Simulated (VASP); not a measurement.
A run of VASP 6.6.1 is set up as follows.

INCAR

```
SYSTEM = AlN
ALGO = Normal ; EDIFF = 1E-6
ENCUT = 600 ; GGA = PE
GGA_COMPAT = .FALSE. ; ISIF = 2
ISMEAR = 0 ; LASPH = .TRUE.
LCHARG = .FALSE. ; LREAL = .FALSE.
LWAVE = .FALSE. ; NBANDS = 11
NELM = 120 ; PREC = Accurate
SIGMA = 0.02
```

File KPOINTS:

```
k-points
0
G
  10 10 10
  0 0 0
```

The input POSCAR:

```
AlN
1.0
    0.0000000000      2.2011342038      2.2011342038
    2.2011342038      0.0000000000      2.2011342038
    2.2011342038      2.2011342038      0.0000000000
Al N
1 1
Direct
    0.0000000000      0.0000000000      0.0000000000
    0.7500000000      0.7500000000      0.7500000000
```

Potentials or basis: VASP PAW PBE potentials, release 64 (Al, N).

Command:

```bash
$ cat potpaw_PBE.64/Al/POTCAR potpaw_PBE.64/N/POTCAR > POTCAR
$ mpirun -np 1 vasp_std > vasp.out
```

(1) Estimate the pressure.

(2) Estimate the band gap on the k mesh.

Answers

(1) -0.3 GPa.

(2) 3.31 eV, indirect (least direct gap 3.99 eV).
